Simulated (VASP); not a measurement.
Write the native input for VASP 6.6.1 that does the following.

* Task: relaxation of cell and atoms
* Functional: PBE
* Potentials or basis: VASP PAW PBE potentials, release 64 (Ti_sv)
* Cutoff: 600 eV
* k mesh: 10 × 10 × 6
* Occupations: fermi-dirac, width 0.05 eV
* Spin: no spin polarisation
* Dipole correction: no
* Further INCAR settings: ALGO = Fast; EDIFF = 1e-07; IBRION = 2; EDIFFG = -0.01; NSW = 60; ISIF = 3

The structure of Ti lies in POSCAR:

```
Ti
1.0
    2.9500000000      0.0000000000      0.0000000000
   -1.4750000000      2.5547749412      0.0000000000
    0.0000000000      0.0000000000      4.6800000000
Ti
2
Direct
    0.6666666667      0.3333333333      0.7500000000
    0.3333333333      0.6666666667      0.2500000000
```

The input as run:

INCAR

```
SYSTEM = Ti
  PREC = Accurate
  ENCUT = 600
  EDIFF = 1E-7
  ISMEAR = -1
  SIGMA = 0.05
  LREAL = .False.
  LASPH = .True.
  NELM = 80
  ALGO = Fast
  ISIF = 3
  LWAVE = .False.
  LCHARG = .False.
  GGA = PE
  IBRION = 2
  NSW = 60
  EDIFFG = -0.01
```

KPOINTS

```
Automatic mesh
0
Gamma
  10 10 6
  0 0 0
```

Potentials or basis: VASP PAW PBE potentials, release 64 (Ti_sv).

The run is started by

```bash
$ cat potpaw_PBE.64/Ti_sv/POTCAR > POTCAR
$ mpirun -np 1 vasp_std > vasp.out
```

It gave:

| Quantity | Value |
| --- | --- |
| Relaxed volume | 17.36 Å³/atom |
| Relaxed cell | a = 2.939 Å, b = 2.939 Å, c = 4.643 Å, α = 90.00°, β = 90.00°, γ = 120.00° |
| Space group after relaxing (to 0.05 Å) | P6_3/mmc (No. 194) |
| Energy gained by relaxing | 1.6 meV/atom |
| Ionic steps | 6 |
| Pressure after relaxing | -0.1 GPa |
| Band gap on the k mesh | zero (band 12 reaches 9.11 eV, above the bottom of band 13 at 8.11 eV) |

Run time: 5.6 min on 1 thread of Intel(R) Xeon(R) Platinum 8259CL CPU @ 2.50GHz (Skylake/Cascade Lake), on a shared host, peak memory 0.18 GiB.
